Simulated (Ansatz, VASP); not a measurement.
**One calculation of C, two programs**

File INCAR:

```
PREC     = Accurate       # precision mode
ENCUT    = 520            # plane-wave cutoff, eV
EDIFF    = 1E-6           # SCF threshold, eV
ISMEAR   = 0              # smearing method
SIGMA    = 0.05           # smearing width, eV
LREAL    = F              # projectors in reciprocal space
LASPH    = T              # aspherical terms in the spheres
NELM     = 80             # most SCF steps
ALGO     = Normal         # electronic algorithm
ISIF     = 2              # what is computed and relaxed
LWAVE    = F              # write WAVECAR
LCHARG   = F              # write CHGCAR
NBANDS   = 26             # bands
```

File KPOINTS:

```
Automatic mesh
0
Gamma
  12 12 4
```

POSCAR

```
C
1.0
    2.5477576841      0.0000000000      0.0000000000
   -1.2738788420      2.2064228771      0.0000000000
    0.0000000000      0.0000000000      7.8306598603
C
8
Direct
    0.0000000000      0.0000000000      0.0856321665
    0.0000000000      0.0000000000      0.5856321665
    0.0000000000      0.0000000000      0.4143678335
    0.0000000000      0.0000000000      0.9143678335
    0.3333333333      0.6666666667      0.1612235000
    0.6666666667      0.3333333333      0.6612235000
    0.3333333333      0.6666666667      0.3387765000
    0.6666666667      0.3333333333      0.8387765000
```

Input for Ansatz:

```yaml
crystal:
  lattice:
    - [2.5477576841, 0.0, 0.0]
    - [-1.273878842, 2.2064228771, 0.0]
    - [0.0, 0.0, 7.8306598603]
  atoms:
    - { symbol: C, position: [0.0, 0.0, 0.0856321665] }
    - { symbol: C, position: [0.0, 0.0, 0.5856321665] }
    - { symbol: C, position: [0.0, 0.0, 0.4143678335] }
    - { symbol: C, position: [0.0, 0.0, 0.9143678335] }
    - { symbol: C, position: [0.3333333333, 0.6666666667, 0.1612235] }
    - { symbol: C, position: [0.6666666667, 0.3333333333, 0.6612235] }
    - { symbol: C, position: [0.3333333333, 0.6666666667, 0.3387765] }
    - { symbol: C, position: [0.6666666667, 0.3333333333, 0.8387765] }
basis:
  ecutwfc: 520.0
kpoints:
  mp_grid: { grid: [12, 12, 4] }
hamiltonian:
  xc: lda
  pseudopotentials: { kind: paw, azcp: { folder: soft_1 } }
scf:
  occupations: { method: gaussian, width: 0.05 }
output:
  forces: true
  stress: true
  eigenvalues: true
```

Change from the starting cell: mode 21 frozen in at -0.060 Å, strain +e along z and -e/2 along x and y -0.0467.

Alike in both runs: task single point; functional LDA; k mesh 12 × 12 × 4; occupations gaussian, width 0.05 eV; no spin polarisation.

```csv
,VASP,Ansatz
version,VASP 6.6.1,Ansatz 0.2.0
potentials or method,"VASP PAW LDA potentials, release 64 (C), cutoff 520 eV","scalar-relativistic, plane waves, PAW"
valence electrons in the cell,32,32
```

VASP gave:

* gap on the k mesh at the Fermi level (eV): 2.62
* least direct gap on the mesh (eV): 2.62
* pressure (GPa): 17.8
* traceless stress, the component that is largest in VASP (GPa): 89.89
* rms of the force components (eV/Å): 3.717

Problem. Estimate Ansatz's values.

Solution. gap on the k mesh at the Fermi level (eV): 2.62; least direct gap on the mesh (eV): 2.62; pressure (GPa): 16.2; traceless stress, the component that is largest in VASP (GPa): 89.33; rms of the force components (eV/Å): 3.701.

Ansatz warns that its potentials were made for another functional, while VASP's fit it. LDA's correlation is that of Perdew and Zunger in VASP and of Perdew and Wang (1992) in Ansatz. Atom by atom the forces differ by 0.017 eV/Å (rms over components).
